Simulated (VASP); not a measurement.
Runs of VASP 6.6.1 on CrPb. The structure is that of space group Pm-3m (No. 221), or close to it. The cells are those of the table. 

```csv
spin,fixed moment (μB),cell,k mesh,gap on the mesh (eV),pressure (GPa),moment (μB)
"collinear, ferromagnetic start",-,"a = 3.486 Å, 2 atoms",12 × 12 × 12,none,0.0,(a)
"collinear, ferromagnetic start",-,"a = 3.391 Å, 2 atoms",6 × 6 × 6,none,5.3,3.77
"collinear, zero start",0.0,"a = 3.486 Å, 2 atoms",12 × 12 × 12,-,-15.0,0.00
off,-,"a = 3.486 Å, 2 atoms",12 × 12 × 12,none,-15.0,-
```

Alike in all rows: task single point; level PBEsol; potentials or basis VASP PAW PBE potentials, release 64 (Cr_pv, Pb_d); cutoff (eV) 520; smearing gaussian 0.1 eV.

Estimate the missing entries.

(a) 4.02.

Caveats: the PAW data sets were made with another functional, which shifts forces and pressure a little; spin-orbit coupling is left out, which moves the levels of the heavy elements; an empty level that is flat over the whole mesh can mark a ghost state of the potentials, or a narrow d or f band (at least some runs); the cell stands under tension (at least some runs); the cell stands under pressure (at least some runs); the total moment is fixed, so each spin has its own Fermi level (at least some runs).

A k mesh can miss the band edges, and the runs leave out spin-orbit coupling on Pb.

A gap of «none» marks levels without a gap at the run's occupations.
